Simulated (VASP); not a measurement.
The system is BaS.

```
Ba S
1.0
     3.83376    0.00000    0.00000
     0.00000    3.83376    0.00000
     0.00000    0.00000    3.95414
Ba S
1 1
Direct
  0.00000 0.00000 0.00000
  0.50000 0.50000 0.50000
```

This cell differs from its parent crystal: uniaxial z strain +3.1%.

Base run:

- Program: VASP 6.6.1
- Functional: r2SCAN
- Potentials or basis: VASP PAW PBE potentials, release 64 (Ba_sv, S)
- Cutoff: 520 eV
- k mesh: 6 × 6 × 6
- Occupations: gaussian, width 0.01 eV
- Spin: no spin polarisation

Its results: band gap on the k mesh 1.75 eV (least direct gap 1.88 eV); pressure -0.6 GPa.

Question: The run is repeated on the same cell with these changes: functional from r2SCAN to PBE; occupations from gaussian, width 0.01 eV to fermi-dirac, width 0.02 eV. What comes out?

Answer: Band gap on the k mesh 1.39 eV (least direct gap 1.51 eV); pressure -0.3 GPa.

Caveats: spin-orbit coupling is left out, which moves the levels of the heavy elements; the PAW data sets were made with another functional, which shifts forces and pressure a little (at least some runs).

A k mesh can miss the band edges.
